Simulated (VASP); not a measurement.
Write the native input for VASP 6.6.1 that does the following.

```yaml
Task: single point
Functional: LDA
Potentials_or_basis: VASP PAW LDA potentials, release 64 (Si)
Cutoff: 520 eV
k_mesh: 10 × 10 × 6
Occupations: gaussian, width 0.05 eV
Spin: no spin polarisation
Dipole_correction: no
Further_INCAR_settings: ALGO = Normal; EDIFF = 1e-07; NBANDS = 16
```

The structure of Si lies in POSCAR:

```
Si
1.0
    0.0000000000     -2.7007989451     -2.7007989451
    0.0000000000      2.7007989451     -2.7007989451
    5.7797097425      0.0000000000      0.0000000000
Si
4
Direct
    0.5000000000      0.5000000000     -0.0183279100
    0.0000000000      0.0000000000      0.5183279100
    0.0000000000      0.5000000000      0.2500000000
    0.5000000000      0.0000000000      0.7500000000
```

This cell differs from its parent crystal: mode 6 frozen in at -0.099 Å, normal strain along x +0.0700.

One way to write it, as run:

INCAR

```
SYSTEM = Si
PREC     = Accurate       ! precision mode
ENCUT    = 520            ! plane-wave cutoff, eV
EDIFF    = 1E-7           ! SCF threshold, eV
ISMEAR   = 0              ! smearing method
SIGMA    = 0.05           ! smearing width, eV
LREAL    = .FALSE.        ! projectors in reciprocal space
LASPH    = .TRUE.         ! aspherical terms in the spheres
NELM     = 100            ! most SCF steps
ALGO     = Normal         ! electronic algorithm
ISIF     = 2              ! what is computed and relaxed
LWAVE    = .FALSE.        ! write WAVECAR
LCHARG   = .FALSE.        ! write CHGCAR
NBANDS   = 16             ! bands
```

KPOINTS

```
Automatic mesh
0
G
  10 10 6
  0 0 0
```

Potentials or basis: VASP PAW LDA potentials, release 64 (Si).

Launch:

```console
$ cat potpaw_LDA.64/Si/POTCAR > POTCAR
$ mpirun -np 1 vasp_std > vasp.out
```

Results of the run:

- Pressure: -5.2 GPa
- Largest force: 1.583 eV/Å
- Band gap on the k mesh: zero (band 8 reaches 5.49 eV, above the bottom of band 9 at 5.30 eV)

Caveat: the cell differs from its parent crystal (mode 6 frozen in at -0.099 Å, normal strain along x +0.0700); forces of over 1 eV/Å act on the atoms, so gaps and moduli don't describe the material at rest.

Wall time 36 s on 1 thread of AMD EPYC 9R45 96-Core Processor (Zen 5), on a shared host, peak memory 0.17 GiB.
